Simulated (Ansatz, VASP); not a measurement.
# Two plane-wave programs on CdI2

```xyz
3
Lattice="4.3297 0.0000 0.0000 -2.1649 3.7496 0.0000 0.0000 0.0000 7.8151" Properties=species:S:1:pos:R:3 pbc="T T T"
Cd    0.0000    0.0000    0.0000
I     0.0000    2.4998    1.7189
I     2.1649    1.2499    6.0962
```

Alike in both runs: functional PBE; k mesh 10 × 10 × 6; occupations gaussian, width 0.05 eV; no spin polarisation.

Ansatz relaxed the structure, and its values are those at the end. VASP's run is a single point on that final structure, the one shown.

|  | VASP | Ansatz |
| --- | --- | --- |
| version | VASP 6.6.1 | Ansatz 0.2.0 |
| potentials or method | VASP PAW PBE potentials, release 64 (Cd, I), cutoff 500 eV | scalar-relativistic, plane waves, PAW |
| valence electrons in the cell | 26 | 54 |

Ansatz gave:

```
gap on the k mesh at the Fermi level (eV) : 2.43
least direct gap on the mesh (eV)         : 2.55
pressure (GPa)                            : 0.0
rms of the force components (eV/Å)        : 0.000
```

**Question.** What did VASP give for the same quantities?

**Answer.** gap on the k mesh at the Fermi level (eV): 2.42; least direct gap on the mesh (eV): 2.54; pressure (GPa): 0.1; rms of the force components (eV/Å): 0.008.

VASP's potentials hold 26 valence electrons a cell and Ansatz's 54, so a difference there can come from the potentials and not from the codes.

Neither program's run includes spin-orbit coupling.
